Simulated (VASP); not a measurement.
Crystal: SiC.

```xyz
4
Lattice="3.0919 0.0000 0.0000 -1.5460 2.6777 0.0000 0.0000 0.0000 5.0743" Properties=species:S:1:pos:R:3 pbc="T T T"
Si    1.5460    0.8926   -0.0021
Si    0.0000    1.7851    2.5350
C     1.5460    0.8926    1.9050
C     0.0000    1.7851    4.4421
```

- Program: VASP 6.6.1
- Task: relaxation of cell and atoms
- Functional: PBE
- Dispersion: D3(BJ)
- Potentials or basis: VASP PAW PBE potentials, release 64 (Si, C)
- Cutoff: 600 eV
- k mesh: 12 × 12 × 6
- Occupations: gaussian, width 0.02 eV
- Spin: no spin polarisation

At the start: pressure -4.7 GPa; volume 10.50 Å³/atom.

Task: How do energy, volume and symmetry change on relaxing?

Result: Over 6 steps the energy falls by 3.5 meV/atom and the volume is 10.27 Å³/atom (-2.2 %); space group P6_3mc (No. 186, to 0.1 Å) before and after.

The path:
```csv
step,energy change (eV),largest force (eV/Å),pressure (GPa),volume (Å³)
1,0.0000,0.0008,-4.72,42.01
2,0.0011,0.0093,5.31,40.16
3,-0.0139,0.0047,0.00,41.09
4,-0.0139,0.0048,0.09,41.07
5,-0.0139,0.0063,-0.08,41.10
6,-0.0139,0.0009,0.00,41.09
```

Final structure:
```xyz
4
Lattice="3.0691 0.0000 0.0000 -1.5346 2.6579 0.0000 0.0000 0.0000 5.0365" Properties=species:S:1:pos:R:3 pbc="T T T"
Si    1.5346    0.8860    5.0346
Si    0.0000    1.7720    2.5163
C     1.5346    0.8860    1.8907
C     0.0000    1.7720    4.4089
```
